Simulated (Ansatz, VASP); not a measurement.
This is a calculation of RbMg6Zr for Ansatz 0.2.0.

input.yaml

```yaml
crystal:
  lattice:
    - [5.25008, 0.0, 0.0]
    - [0.0, 3.421908, 5.828101]
    - [0.0, -3.421908, 5.828101]
  atoms:
    - { symbol: Zr, position: [0.0, 0.91594, 0.91594] }
    - { symbol: Rb, position: [0.5, 0.585783, 0.585783] }
    - { symbol: Mg, position: [0.5, 0.075284, 0.075284] }
    - { symbol: Mg, position: [0.5, 0.076478, 0.605305] }
    - { symbol: Mg, position: [0.5, 0.605305, 0.076478] }
    - { symbol: Mg, position: [0.0, 0.400944, 0.400944] }
    - { symbol: Mg, position: [0.0, 0.401496, 0.938769] }
    - { symbol: Mg, position: [0.0, 0.938769, 0.401496] }
hamiltonian:
  xc: pbe
  pseudopotentials: { kind: paw }
kpoints:
  mp_grid: { grid: [5, 5, 5] }
scf:
  occupations: { method: fermi_dirac, width: 0.05 }
output:
  forces: true
  stress: true
  eigenvalues: true
```

Potentials or basis: Ansatz PAW.

Launch:

```sh
$ ansatz run input.yaml --threads 4 --pin off --max-ram 10240MiB --backend cpu --events-out ev --progress --plain --runs-dir out
```

Problem. Translate it to VASP 6.6.1. Potentials there: VASP PAW PBE potentials, release 64 (Zr_sv, Rb_sv, Mg).

Solution. As run (the cutoff follows the program's own potentials):

Contents of INCAR:

```
PREC = Accurate
ENCUT = 520
EDIFF = 1E-6
ISMEAR = -1
SIGMA = 0.05
LREAL = False
LASPH = True
NELM = 60
ALGO = Fast
ISIF = 2
LWAVE = False
LCHARG = False
GGA = PE
NBANDS = 26
```

The input KPOINTS:

```
regular mesh
0
Gamma
  5 5 5
```

Contents of POSCAR:

```
RbMg6Zr
1.0
    5.2500800000      0.0000000000      0.0000000000
    0.0000000000      3.4219080000      5.8281010000
    0.0000000000     -3.4219080000      5.8281010000
Zr Rb Mg
1 1 6
Direct
    0.0000000000      0.9159400000      0.9159400000
    0.5000000000      0.5857830000      0.5857830000
    0.5000000000      0.0752840000      0.0752840000
    0.5000000000      0.0764780000      0.6053050000
    0.5000000000      0.6053050000      0.0764780000
    0.0000000000      0.4009440000      0.4009440000
    0.0000000000      0.4014960000      0.9387690000
    0.0000000000      0.9387690000      0.4014960000
```

Potentials or basis: VASP PAW PBE potentials, release 64 (Zr_sv, Rb_sv, Mg).

Command:

```console
$ cat potpaw_PBE.64/Zr_sv/POTCAR potpaw_PBE.64/Rb_sv/POTCAR potpaw_PBE.64/Mg/POTCAR > POTCAR
$ mpirun -np 1 vasp_std > vasp.out
```

Both were run:

|  | VASP | Ansatz | Ansatz less VASP |
| --- | --- | --- | --- |
| gap on the k mesh at the Fermi level (eV) | none | none | - |
| pressure (GPa) | -0.2 | -0.1 | +0.05 |
| traceless stress, the component that is largest in VASP (GPa) | -0.15 | -0.15 | -0.002 |
| rms of the force components (eV/Å) | 0.022 | 0.021 | -0.0005 |

Atom by atom the forces differ by 0.002 eV/Å (rms over components). A gap of «none» marks a metal or a gap that the smearing closes. With one functional, cell and mesh, what is left measures potentials, basis and numerics. VASP's potentials hold 33 valence electrons a cell and Ansatz's 81, so a difference there can come from the potentials and not from the codes.
